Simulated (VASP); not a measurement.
# KBr (rocksalt type) (Fm-3m) in VASP: electric field gradients with r2SCAN

Aim: the electric field gradients of KBr (rocksalt type) with r2SCAN.

All numbers are computed with VASP 6.6.1; they aren't measurements. Logs are shortened: lines on timing, memory, paths and dates and some standing lists are left out, and cuts for length are marked.

### Step 1. The cell of the first run

The structure is cubic, space group Fm-3m (No. 225). Conventional cell: a = 6.701 Å, b = 6.701 Å, c = 6.701 Å, α = 90.00°, β = 90.00°, γ = 90.00°. K (site symmetry m-3m) has 6 Br at 3.35 Å within 4.4 Å. Within 4.4 Å of Br (site symmetry m-3m) lie 6 K at 3.35 Å.

### Step 2. Electric field gradients, r2SCAN

Input file POSCAR:

```
KBr
1.0
    0.0000000000      3.3506473917      3.3506473917
    3.3506473917      0.0000000000      3.3506473917
    3.3506473917      3.3506473917      0.0000000000
K Br
1 1
Direct
    0.0000000000      0.0000000000      0.0000000000
    0.5000000000      0.5000000000      0.5000000000
```

Input file INCAR.step1:

```
PREC = Accurate
ENCUT = 520
ISMEAR = -1
SIGMA = 0.05
LREAL = False
LASPH = True
NELM = 100
NBANDS = 15
GGA = PE
ALGO = Normal
EDIFF = 1E-4
LWAVE = True
LCHARG = False
```

Input file INCAR.step2:

```
PREC = Accurate
ENCUT = 520
EDIFF = 1E-8
ISMEAR = -1
SIGMA = 0.05
LREAL = False
LASPH = True
NELM = 100
ALGO = Normal
ISIF = 2
LWAVE = False
LCHARG = False
METAGGA = R2SCAN
LMIXTAU = True
LEFG = True
NBANDS = 15
ISTART = 1
```

Input file KPOINTS:

```
Automatic mesh
0
Gamma
  12 12 12
```

Potentials or basis: VASP PAW PBE potentials, release 64 (K_sv, Br).

Run with:

```console
$ cat potpaw_PBE.64/K_sv/POTCAR potpaw_PBE.64/Br/POTCAR > POTCAR
$ cp INCAR.step1 INCAR
$ mpirun -np 1 vasp_std > vasp.out
$ cp INCAR.step2 INCAR
$ mpirun -np 1 vasp_std > vasp.out
```

OUTCAR:

```text
PREC = Accurate
   ENCUT = 520
   EDIFF = 1E-8
   ISMEAR = -1
   LREAL = False
   LASPH = True
   NELM = 100
   ISIF = 2
   METAGGA = R2SCAN
   ISTART = 1

 ion  position               nearest neighbor table
   1  0.000  0.000  0.000-
   2  0.500  0.500  0.500-

  LATTYP: Found a face centered cubic cell.
 ALAT       =     6.7012947834

  Lattice vectors:

 A1 = (   0.0000000000,   3.3506473917,   3.3506473917)
 A2 = (   3.3506473917,   0.0000000000,   3.3506473917)
 A3 = (   3.3506473917,   3.3506473917,   0.0000000000)

Analysis of symmetry for initial positions (statically):
=====================================================================
 Subroutine PRICEL returns:
 Original cell was already a primitive cell.

 Routine SETGRP: Setting up the symmetry group for a
 face centered cubic supercell.

 Subroutine GETGRP returns: Found 48 space group operations
 (whereof 48 operations were pure point group operations)
 out of a pool of 48 trial point group operations.

The static configuration has the point symmetry O_h .

Analysis of symmetry for dynamics (positions and initial velocities):
=====================================================================
 Subroutine PRICEL returns:
 Original cell was already a primitive cell.

 Routine SETGRP: Setting up the symmetry group for a
 face centered cubic supercell.

 Subroutine GETGRP returns: Found 48 space group operations
 (whereof 48 operations were pure point group operations)
 out of a pool of 48 trial point group operations.

The dynamic configuration has the point symmetry O_h .

 Subroutine INISYM returns: Found 48 space group operations
 (whereof 48 operations are pure point group operations),
 and found     1 'primitive' translations

----------------------------------------------------------------------------------------

                                     Primitive cell

  volume of cell :      75.2344

  direct lattice vectors                    reciprocal lattice vectors
     0.000000000  3.350647392  3.350647392    -0.149224893  0.149224893  0.149224893
     3.350647392  0.000000000  3.350647392     0.149224893 -0.149224893  0.149224893
     3.350647392  3.350647392  0.000000000     0.149224893  0.149224893 -0.149224893

  length of vectors
     4.738530984  4.738530984  4.738530984     0.258465097  0.258465097  0.258465097

  position of ions in fractional coordinates (direct lattice)
     0.000000000  0.000000000  0.000000000
     0.500000000  0.500000000  0.500000000

  ion indices of the primitive-cell ions
   primitive index   ion index
                 1           1
                 2           2

----------------------------------------------------------------------------------------

 KPOINTS: Automatic mesh

Automatic generation of k-mesh.
 Grid dimensions read from file:
 generate k-points for:   12   12   12

 Generating k-lattice:

  Cartesian coordinates                     Fractional coordinates (reciprocal lattice)
    -0.012435408  0.012435408  0.012435408     0.083333333  0.000000000  0.000000000
     0.012435408 -0.012435408  0.012435408     0.000000000  0.083333333  0.000000000
     0.012435408  0.012435408 -0.012435408     0.000000000  0.000000000  0.083333333

  Length of vectors
     0.021538758  0.021538758  0.021538758

  Shift w.r.t. Gamma in fractional coordinates (k-lattice)
     0.000000000  0.000000000  0.000000000

 Subroutine IBZKPT returns following result:
 ===========================================

 Found     72 irreducible k-points:

 Following reciprocal coordinates:
            Coordinates               Weight
  0.000000  0.000000  0.000000      1.000000
  0.083333  0.000000  0.000000      8.000000
  0.166667  0.000000  0.000000      8.000000
  0.250000  0.000000  0.000000      8.000000
  0.333333  0.000000  0.000000      8.000000
  0.416667  0.000000  0.000000      8.000000
[... 16 lines left out ...]
  0.500000  0.166667  0.000000     24.000000
 -0.416667  0.166667  0.000000     24.000000
 [... further k-points ...]
   k-points           NKPTS =     72   k-points in BZ     NKDIM =     72   number of bands    NBANDS=     15
   number of dos      NEDOS =    301   number of ions     NIONS =      2
   total plane-waves  NPLWV =  46656
   dimension x,y,z NGX =    36 NGY =   36 NGZ =   36
   dimension x,y,z NGXF=    72 NGYF=   72 NGZF=   72
   ions per type =               1   1
   NGX,Y,Z   is equivalent  to a cutoff of  12.63, 12.63, 12.63 a.u.
   NGXF,Y,Z  is equivalent  to a cutoff of  25.26, 25.26, 25.26 a.u.
 SYSTEM =  unknown system
   PREC   = accura    normal or accurate (medium, high low for compatibility)
   ISTART =      1    job   : 0-new  1-cont  2-samecut
   ICHARG =      0    charge: 1-file 2-atom 10-const
   ISPIN  =      1    spin polarized calculation?
   LNONCOLLINEAR =      F non collinear calculations
   LSORBIT =      F    spin-orbit coupling
   LASPH  =      T    aspherical Exc in radial PAW
   ENCUT  =  520.0 eV  38.22 Ry    6.18 a.u.   8.81  8.81  8.81*2*pi/ulx,y,z
   NELM   =    100;   NELMIN=  2; NELMDL=  0     # of ELM steps
   EDIFF  = 0.1E-07   stopping-criterion for ELM
   LREAL  =      F    real-space projection
   EDIFFG = 0.1E-06   stopping-criterion for IOM
   NSW    =      0    number of steps for IOM
   IBRION =     -1    ionic relax: 0-MD 1-quasi-New 2-CG
   NFREE  =      0    steps in history (QN), initial steepest desc. (CG)
   ISIF   =      2    stress and relaxation
   ISYM   =      2    0-nonsym 1-usesym 2-fastsym
   POTIM  = 0.5000    time-step for ionic-motion
   TEBEG  =    0.0;   TEEND  =   0.0 temperature during run
   PSTRESS=    0.0 pullay stress
   NELECT =      16.0000    total number of electrons
   NUPDOWN=      -1.0000    fix difference up-down
   EMIN   =  10.00;   EMAX   =-10.00  energy-range for DOS
   EFERMI =   0.00;   METHOD = LEGACY
   ISMEAR =    -1;   SIGMA  =   0.05  broadening in eV -4-tet -1-fermi 0-gaus
   EFERMI_NEDOS =   21; number of points for ismear=-14 and -15
   IALGO  =     38    algorithm
   IMIX   =      4    mixing-type and parameters
     AMIX     =   0.40;   BMIX     =  1.00
     AMIX_MAG =   1.60;   BMIX_MAG =  1.00
  volume/ion in A,a.u.               =      37.62       253.85
  Fermi-wavevector in a.u.,A,eV,Ry     =   0.977183  1.846609 12.992033  0.954887
  Thomas-Fermi vector in A             =   2.107861
   LORBIT       =      0    0 simple, 1 ext, 2 COOP (PROOUT), +10 PAW based schemes
   METAGGA = R2SCAN    functional components
   LHFCALC =     F    Hartree Fock is set to
   AEXX    =    0.0000 exact exchange contribution
   IVDW    =     0    specifies the selected vdW correction
   LEPSILON=     F    determine dielectric tensor
   LRPA    =     F    only Hartree local field effects (RPA)
 non-spin polarized calculation
  energy-cutoff  :      520.00
  volume of cell :       75.23
 maximum number of plane-waves:      2085
   NGX = 17   NGY = 17   NGZ = 17

 number of electron      16.0000000 magnetization

 Free energy of the ion-electron system (eV)
  ---------------------------------------------------
  ext. energy  EPLUGINS =         0.00000000
  ---------------------------------------------------
  free energy    TOTEN  =       -23.24312067 eV

  energy without entropy =      -23.24312067  energy(sigma->0) =      -23.24312067

 E-fermi :  -1.2159     XC(G=0):  -7.5524

 val. band max:       -2.3217391579   @ k =   0.0000   0.0000   0.0000
 cond. band min:       2.6310803948   @ k =   0.0000   0.0000   0.0000
 fundamental gap:      4.9528195527
 Fermi energy:        -1.2159124571

 k-point     1 :       0.0000    0.0000    0.0000
  band No.  band energies     occupation
      1     -31.3059      2.00000
      2     -14.9955      2.00000
      3     -14.0079      2.00000
      4     -14.0079      2.00000
      5     -14.0079      2.00000
      6      -2.3217      2.00000
      7      -2.3217      2.00000
      8      -2.3217      2.00000
      9       2.6311      0.00000
     10       5.9058      0.00000
     11       5.9058      0.00000
     12       5.9058      0.00000
     13       6.8576      0.00000
     14       6.8576      0.00000
     15       9.5982      0.00000

 k-point     2 :       0.0833    0.0000    0.0000
  band No.  band energies     occupation
      1     -31.3056      2.00000
      2     -15.0081      2.00000
      3     -14.0081      2.00000
      4     -14.0081      2.00000
      5     -13.9907      2.00000
      6      -2.4148      2.00000
      7      -2.3427      2.00000
      8      -2.3427      2.00000
      9       2.8025      0.00000
     10       5.8347      0.00000
     11       5.9889      0.00000
     12       5.9889      0.00000
     13       6.9447      0.00000
     14       6.9447      0.00000
     15       9.8743      0.00000

 k-point     3 :       0.1667    0.0000    0.0000
  band No.  band energies     occupation
      1     -31.3048      2.00000
      2     -15.0408      2.00000
      3     -14.0089      2.00000
      4     -14.0089      2.00000
      5     -13.9458      2.00000
      6      -2.6473      2.00000
      7      -2.3989      2.00000
      8      -2.3989      2.00000
      9       3.2543      0.00000
     10       5.7124      0.00000
     11       6.2301      0.00000
     12       6.2301      0.00000
     13       7.1990      0.00000
     14       7.1990      0.00000
     15      10.5467      0.00000
[... 343 lines left out ...]
 k-point    23 :       0.5000    0.1667    0.0000
  band No.  band energies     occupation
      1     -31.3013      2.00000
      2     -15.1013      2.00000
      3     -14.0257      2.00000
      4     -14.0182      2.00000
      5     -13.8394      2.00000
      6      -3.2610      2.00000
      7      -2.6984      2.00000
      8      -2.6098      2.00000
      9       4.9174      0.00000
     10       5.9647      0.00000
     11       7.5768      0.00000
     12       7.8719      0.00000
     13       8.2146      0.00000
     14       8.3970      0.00000
     15       9.3625      0.00000

 k-point    24 :      -0.4167    0.1667    0.0000
  band No.  band energies     occupation
      1     -31.3013      2.00000
      2     -15.1078      2.00000
      3     -14.0295      2.00000
      4     -14.0155      2.00000
      5     -13.8288      2.00000
      6      -3.2772      2.00000
      7      -2.7083      2.00000
      8      -2.6240      2.00000
      9       4.9983      0.00000
     10       6.1359      0.00000
     11       7.4309      0.00000
     12       7.8910      0.00000
     13       7.9396      0.00000
     14       8.9579      0.00000
     15       9.4124      0.00000

 [... further k-points ...]

------------------------ aborting loop because EDIFF is reached ----------------------------------------

  FORCE on cell =-STRESS in cart. coord.  units (eV):
  Direction    XX          YY          ZZ          XY          YZ          ZX
  --------------------------------------------------------------------------------------
  -------------------------------------------------------------------------------------
  Total       -0.2839540     -0.2839540     -0.2839540      0.0000000     -0.0000000      0.0000000
  in kB       -6.0470335     -6.0470335     -6.0470335      0.0000000     -0.0000000      0.0000000
  external PRESSURE =      -6.0470335 kB  Pullay stress =       0.0000000 kB

 VOLUME and BASIS-vectors are now :
 -----------------------------------------------------------------------------
  energy-cutoff  :      520.00
  volume of cell :       75.23
      direct lattice vectors                 reciprocal lattice vectors
     0.000000000  3.350647392  3.350647392    -0.149224893  0.149224893  0.149224893
     3.350647392  0.000000000  3.350647392     0.149224893 -0.149224893  0.149224893
     3.350647392  3.350647392  0.000000000     0.149224893  0.149224893 -0.149224893

 POSITION                                       TOTAL-FORCE (eV/Angst)
 -----------------------------------------------------------------------------------
      0.00000      0.00000      0.00000         0.000000     -0.000000     -0.000000
      3.35065      3.35065      3.35065        -0.000000      0.000000      0.000000
 -----------------------------------------------------------------------------------
    total drift:                                0.000000      0.000000      0.000000

  FREE ENERGIE OF THE ION-ELECTRON SYSTEM (eV)
  ---------------------------------------------------
  free  energy   TOTEN  =       -23.2431206709 eV

  energy  without entropy=      -23.2431206708  energy(sigma->0) =      -23.24312067

 Electric field gradients (V/A^2)
---------------------------------------------------------------------
 ion       V_xx      V_yy      V_zz      V_xy      V_xz      V_yz
---------------------------------------------------------------------
   1       0.000    -0.000     0.000     0.000     0.000     0.000
   2      -0.000     0.000     0.000     0.001     0.001     0.001
---------------------------------------------------------------------

 Electric field gradients after diagonalization (V/A^2)
 (convention: |V_zz| > |V_xx| > |V_yy|)
----------------------------------------------------------------------
 ion       V_xx      V_yy      V_zz     asymmetry (V_yy - V_xx)/ V_zz
----------------------------------------------------------------------
   1      -0.000    -0.000     0.001       0.000
   2      -0.001    -0.001     0.001       0.000
----------------------------------------------------------------------

           NMR quadrupolar parameters

 Cq : quadrupolar parameter    Cq=e*Q*V_zz/h
 eta: asymmetry parameters     (V_yy - V_xx)/ V_zz
 Q  : nuclear electric quadrupole moment in mb (millibarn)
----------------------------------------------------------------------
 ion       Cq(MHz)       eta       Q (mb)
----------------------------------------------------------------------
   1       0.000       0.000       1.000
   2       0.000       0.000       1.000
----------------------------------------------------------------------
```

Wall time 5.3 min (1 thread of Intel Xeon Platinum 8259CL at 2.50GHz (Skylake/Cascade Lake), shared host); peak memory 0.27 GiB.

What came out:

```yaml
Free_energy: -23.2431 eV
Pressure: -0.6 GPa
Band_gap_on_the_k_mesh: 4.95 eV, direct
```

Caveat: without QUAD_EFG the Cq values of the log hold for a quadrupole moment of 1 mb, not for the nuclei; the PAW data sets were made with another functional, which shifts forces and pressure a little. r2SCAN opens gaps a little over a GGA but as a rule still falls short of measured ones.
